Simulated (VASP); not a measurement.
The system is BAs.

```
B As
1.0
     0.00000    2.40963    2.40963
     2.40963    0.00000    2.40963
     2.40963    2.40963    0.00000
B As
1 1
Direct
  0.25000 0.25000 0.25000
  0.00000 0.00000 0.00000
```

Base run:

* Program: VASP 6.6.1
* Functional: PBE
* Potentials or basis: VASP PAW PBE potentials, release 64 (B, As)
* Cutoff: 520 eV
* k mesh: 6 × 6 × 6
* Occupations: gaussian, width 0.1 eV
* Spin: no spin polarisation

Its results: band gap on the k mesh 1.29 eV, indirect (least direct gap 3.24 eV); pressure -0.2 GPa.

**Question.** The run is repeated on the same cell with these changes: k mesh from 6 × 6 × 6 to 4 × 4 × 4. What comes out?

**Answer.** Band gap on the k mesh 1.44 eV, indirect (least direct gap 3.23 eV); pressure 0.3 GPa.

Caveats: some runs use coarse meshes.

A k mesh can miss the band edges.
